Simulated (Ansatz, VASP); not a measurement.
**Two plane-wave programs on Ag**

```
CELL_PARAMETERS angstrom
2.98087 0.00000 0.00000
-1.49043 2.58151 0.00000
0.00000 0.00000 9.56351
ATOMIC_POSITIONS crystal
Ag 0.33333 0.66667 0.25000
Ag 0.66667 0.33333 0.75000
Ag 0.00000 0.00000 0.00000
Ag 0.00000 0.00000 0.50000
```

Change from the starting cell: strain +0.015 along x and y, +0.000 along z, atoms carried along.

Alike in both runs: task single point; functional PBE; k mesh 18 × 18 × 6; occupations gaussian, width 0.15 eV; no spin polarisation.

|  | VASP | Ansatz |
| --- | --- | --- |
| version | VASP 6.6.1 | Ansatz 0.2.0 |
| potentials or method | VASP PAW PBE potentials, release 64 (Ag), cutoff 520 eV | scalar-relativistic, plane waves, PAW |
| valence electrons in the cell | 44 | 76 |

|  | VASP | Ansatz | Ansatz less VASP |
| --- | --- | --- | --- |
| gap on the k mesh at the Fermi level (eV) | none | none | - |
| pressure (GPa) | -2.5 | -2.4 | +0.08 |
| traceless stress, the component that is largest in VASP (GPa) | 0.90 | 0.91 | +0.006 |

A gap of «none» marks a metal or a gap that the smearing closes. The functional is the same, so the differences come from potentials, cutoffs and numerics. VASP's potentials hold 44 valence electrons a cell and Ansatz's 76, so a difference there can come from the potentials and not from the codes.
